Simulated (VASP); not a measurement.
Here is a VASP 6.6.1 calculation.

File INCAR:

```
SYSTEM = Te2Mo
PREC = Accurate ; ENCUT = 520
EDIFF = 1E-6 ; ISMEAR = 1
SIGMA = 0.1 ; LREAL = .False.
LASPH = .True. ; NELM = 80
ALGO = Normal ; ISIF = 2
LWAVE = .False. ; LCHARG = .False.
GGA = PS ; NBANDS = 20
```

KPOINTS

```
regular mesh
0
Gamma
  6 6 2
  0 0 0
```

Contents of POSCAR:

```
Te2Mo
1.0
    3.5006083868     -0.0020857453     -0.0112786647
   -1.7521105686      3.0324136218     -0.0022488427
   -0.0558878609     -0.0450908574     17.4943421916
Te Mo
2 1
Direct
    0.3279327476      0.6527222361      0.8971777042
    0.3364686649      0.6581313773      0.1033475769
   -0.0007799632     -0.0113870381      0.0002957551
```

Potentials or basis: VASP PAW PBE potentials, release 64 (Te, Mo_sv).

Command:

```console
$ cat potpaw_PBE.64/Te/POTCAR potpaw_PBE.64/Mo_sv/POTCAR > POTCAR
$ mpirun -np 1 vasp_std > vasp.out
```

**Question.** What does it give for the band gap on the k mesh?

**Answer.** 1.18 eV, direct.

**Question.** What does it give for the largest force?

**Answer.** 0.026 eV/Å.

Forces in eV/Å, atoms in the order of the input:
```
Te  -0.002 -0.010  0.024
Te   0.015  0.004 -0.011
Mo  -0.013  0.006 -0.013
```

Caveat: the PAW data sets were made with another functional, which shifts forces and pressure a little; spin-orbit coupling is left out, which moves the levels of the heavy elements.
